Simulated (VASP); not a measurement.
Write the native input for VASP 6.6.1 that does the following.

| Item | Value |
| --- | --- |
| Task | relaxation of cell and atoms |
| Functional | PBE |
| Potentials or basis | VASP PAW PBE potentials, release 64 (Te, Nb_sv) |
| Cutoff | 600 eV |
| k mesh | 8 × 8 × 7 |
| Occupations | fermi-dirac, width 0.05 eV |
| Spin | no spin polarisation |
| Dipole correction | no |
| Further INCAR settings | ALGO = Normal; EDIFF = 1e-06; IBRION = 2; EDIFFG = -0.01; NSW = 60; ISIF = 3 |

The structure of NbTe lies in POSCAR:

```
NbTe
1.0
    3.7029743866      0.0000000000      0.0000000000
   -1.8514871933      3.2068698884      0.0000000000
    0.0000000000      0.0000000000      3.6942110000
Te Nb
1 1
Direct
    0.6666666667      0.3333333333      0.0000000000
    0.0000000000      0.0000000000      0.5000000000
```

The input as run:

INCAR

```
SYSTEM = NbTe
PREC = Accurate ; ENCUT = 600
EDIFF = 1E-6 ; ISMEAR = -1
SIGMA = 0.05 ; LREAL = .False.
LASPH = .True. ; NELM = 60
ALGO = Normal ; ISIF = 3
LWAVE = .False. ; LCHARG = .False.
GGA = PE ; IBRION = 2
NSW = 60 ; EDIFFG = -0.01
```

KPOINTS

```
Automatic mesh
0
Gamma
  8 8 7
  0 0 0
```

Potentials or basis: VASP PAW PBE potentials, release 64 (Te, Nb_sv).

The run is started by

```bash
$ cat potpaw_PBE.64/Te/POTCAR potpaw_PBE.64/Nb_sv/POTCAR > POTCAR
$ mpirun -np 1 vasp_std > vasp.out
```

It gave:

```json
{
  "Relaxed volume": "21.75 Å³/atom",
  "Relaxed cell": "a = 3.682 Å, b = 3.682 Å, c = 3.704 Å, α = 90.00°, β = 90.00°, γ = 120.00°",
  "Space group after relaxing (to 0.1 Å)": "P-6m2 (No. 187)",
  "Energy gained by relaxing": "0.7 meV/atom",
  "Ionic steps": "5",
  "Pressure after relaxing": "0.0 GPa",
  "Band gap on the k mesh": "zero (an odd number of electrons rules out a gap without spin polarisation)"
}
```

Caveat: spin-orbit coupling is left out, which moves the levels of the heavy elements.

Wall time 2.3 min on 1 thread of Intel Xeon 8259CL (shared host), peak memory 0.2 GiB.
